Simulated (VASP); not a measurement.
Write the native input for VASP 6.6.1 that does the following.

```
Task                   : relaxation of cell and atoms
Functional             : PBE
Potentials or basis    : VASP PAW PBE potentials, release 64 (Ba_sv, Sc_sv)
Cutoff                 : 600 eV
k mesh                 : 6 × 6 × 6
Occupations            : gaussian, width 0.1 eV
Spin                   : no spin polarisation
Dipole correction      : no
Further INCAR settings : ALGO = Normal; EDIFF = 1e-06; IBRION = 2; EDIFFG = -0.04; NSW = 90; ISIF = 3
```

The structure of Ba2Sc lies in POSCAR:

```
Ba2Sc
1.0
   -2.4766483272      2.4766483272      4.0619579247
    2.4766483272     -2.4766483272      4.0619579247
    2.4766483272      2.4766483272     -4.0619579247
Ba Sc
2 1
Direct
    0.5930000000      0.5930000000      0.0000000000
    0.4070000000      0.4070000000      0.0000000000
    0.0000000000      0.0000000000      0.0000000000
```

These files were run (other wordings do the same):

INCAR

```
  ALGO = Normal
  EDIFF = 1E-6
  EDIFFG = -0.04
  ENCUT = 600
  GGA = PE
  IBRION = 2
  ISIF = 3
  ISMEAR = 0
  LASPH = True
  LCHARG = False
  LREAL = False
  LWAVE = False
  NELM = 100
  NSW = 90
  PREC = Accurate
  SIGMA = 0.1
```

KPOINTS

```
k-points
0
Gamma
  6 6 6
```

Potentials or basis: VASP PAW PBE potentials, release 64 (Ba_sv, Sc_sv).

The run is started by

```sh
$ cat potpaw_PBE.64/Ba_sv/POTCAR potpaw_PBE.64/Sc_sv/POTCAR > POTCAR
$ mpirun -np 1 vasp_std > vasp.out
```

It gave:

```yaml
Relaxed_volume: 45.85 Å³/atom
Relaxed_cell: a = 7.753 Å, b = 7.753 Å, c = 7.753 Å, α = 147.02°, β = 147.02°, γ = 47.33°
Space_group_after_relaxing_to_0.1_Å: I4/mmm (No. 139)
Pressure_after_relaxing: -0.1 GPa
Largest_force_after_relaxing: 0.025 eV/Å
Band_gap_on_the_k_mesh: zero (an odd number of electrons rules out a gap without spin polarisation)
```

Caveat: the volume moved by over 15 % at a fixed basis, so the end points are rough; spin-orbit coupling is left out, which moves the levels of the heavy elements.

Wall time 37 min on 1 thread of Intel(R) Xeon(R) Platinum 8259CL CPU @ 2.50GHz (Skylake/Cascade Lake), on a shared host, peak memory 0.41 GiB.
